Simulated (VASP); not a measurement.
Runs of VASP 6.6.1 on Si. The structure is that of space group I4_1/amd (No. 141), or close to it. The cells are those of the table. 

```csv
task,cell,k mesh,cutoff (eV),gap on the mesh (eV),pressure (GPa),relaxed volume (Å³/atom)
single point,"a = 3.691 Å, angles 96.8, 96.8, 139.8°, 2 atoms",6 × 6 × 6,520,none,-0.1,-
relaxation of cell and atoms,"relaxed from a = 3.691 Å, angles 96.8, 96.8, 139.8°, 2 atoms",24 × 24 × 24,600,none,0.0,(a)
single point,"a = 4.043 Å, angles 97.4, 97.4, 137.8°, 2 atoms",8 × 8 × 8,500,none,-15.7,-
single point,"a = 3.653 Å, angles 97.5, 97.5, 137.5°, 2 atoms",24 × 24 × 24,520,none,-0.1,-
relaxation of cell and atoms,"relaxed from a = 4.043 Å, angles 97.4, 97.4, 137.8°, 2 atoms",6 × 6 × 6,600,none,0.0,15.25
```

Alike in all rows: level PBE; potentials or basis VASP PAW PBE potentials, release 64 (Si); no spin polarisation; smearing gaussian 0.1 eV.

Question: Estimate the missing entries.

Answer: (a) 15.35.

Caveats: some runs use coarse meshes; the volume moved by over 15 % at a fixed basis, so the end points are rough (some runs).

A gap of «none» marks levels without a gap at the run's occupations.
